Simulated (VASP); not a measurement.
Runs of VASP 6.6.1 on Bi2Te3. The structure is that of space group R-3m (No. 166), or close to it. The cells are those of the table. 

| cell | gap on the mesh (eV) | pressure (GPa) | largest force (eV/Å) |
| --- | --- | --- | --- |
| a = 10.299 Å, angles 24.2°, 5 atoms | 0.25 | 5.1 | 0.32 |
| a = 10.511 Å, angles 24.2°, 5 atoms | (b) | 1.3 | 0.09 |
| a = 10.715 Å, angles 24.2°, 5 atoms | (a) | -1.3 | 0.41 |
| a = 10.614 Å, angles 24.2°, 5 atoms | 0.30 | -0.1 | 0.26 |
| a = 10.406 Å, angles 24.2°, 5 atoms | 0.27 | 3.1 | 0.10 |

Alike in all rows: task single point; level PBE; potentials or basis VASP PAW PBE potentials, release 64 (Bi_d, Te); no spin polarisation; k mesh 6 × 6 × 6; cutoff (eV) 520; smearing gaussian 0.01 eV.

Task: Fill in the values left out.

Result: (a) 0.32; (b) 0.29.

Caveats: spin-orbit coupling is left out, which moves the levels of the heavy elements; the cell stands under pressure (at least some runs).

A k mesh can miss the band edges, and the runs leave out spin-orbit coupling on Bi, Te.
